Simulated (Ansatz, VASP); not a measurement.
**Two plane-wave programs on InSb3**

```
In Sb
1.0
     0.00000    3.74079    3.74079
     3.74079    0.00000    3.74079
     3.74079    3.74079    0.00000
In Sb
1 3
Direct
  0.00000 0.00000 0.00000
  0.25000 0.25000 0.25000
  0.75000 0.75000 0.75000
  0.50000 0.50000 0.50000
```

Alike in both runs: task single point; functional PBE; k mesh 10 × 10 × 10; occupations gaussian, width 0.1 eV; no spin polarisation.

|  | VASP | Ansatz |
| --- | --- | --- |
| version | VASP 6.6.1 | Ansatz 0.2.0 |
| potentials or method | VASP PAW PBE potentials, release 64 (In_d, Sb), cutoff 520 eV | scalar-relativistic, plane waves, PAW |
| valence electrons in the cell | 28 | 58 |

VASP gave:

* gap on the k mesh at the Fermi level (eV): none
* pressure (GPa): 2.2

**Question.** Which values does Ansatz return?

**Answer.** gap on the k mesh at the Fermi level (eV): none; pressure (GPa): 2.3.

A gap of «none» marks a metal or a gap that the smearing closes. With one functional, cell and mesh, what is left measures potentials, basis and numerics. VASP's potentials hold 28 valence electrons a cell and Ansatz's 58, so a difference there can come from the potentials and not from the codes.

Neither program's run includes spin-orbit coupling.
